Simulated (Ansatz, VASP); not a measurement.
MgW in VASP and in Ansatz

```
Mg W
1.0
     3.86637    0.00000    0.00000
     0.00000    3.86637    0.00000
     0.00000    0.00000    2.59004
Mg W
1 1
Direct
  0.50000 0.50000 0.00000
  0.00000 0.00000 0.00000
```

Alike in both runs: functional PBE; k mesh 14 × 14 × 22; occupations gaussian, width 0.1 eV; no spin polarisation.

Ansatz relaxed the structure, and its values are those at the end. VASP's run is a single point on that final structure, the one shown.

|  | VASP | Ansatz |
| --- | --- | --- |
| version | VASP 6.6.1 | Ansatz 0.2.0 |
| potentials or method | VASP PAW PBE potentials, release 64 (Mg_sv, W_sv), cutoff 750 eV | scalar-relativistic, plane waves, PAW |
| valence electrons in the cell | 24 | 24 |

|  | VASP | Ansatz | Ansatz less VASP |
| --- | --- | --- | --- |
| gap on the k mesh at the Fermi level (eV) | none | none | - |
| pressure (GPa) | -0.3 | 0.0 | +0.29 |

A gap of «none» marks a metal or a gap that the smearing closes. With one functional, cell and mesh, what is left measures potentials, basis and numerics.

Neither program's run includes spin-orbit coupling.
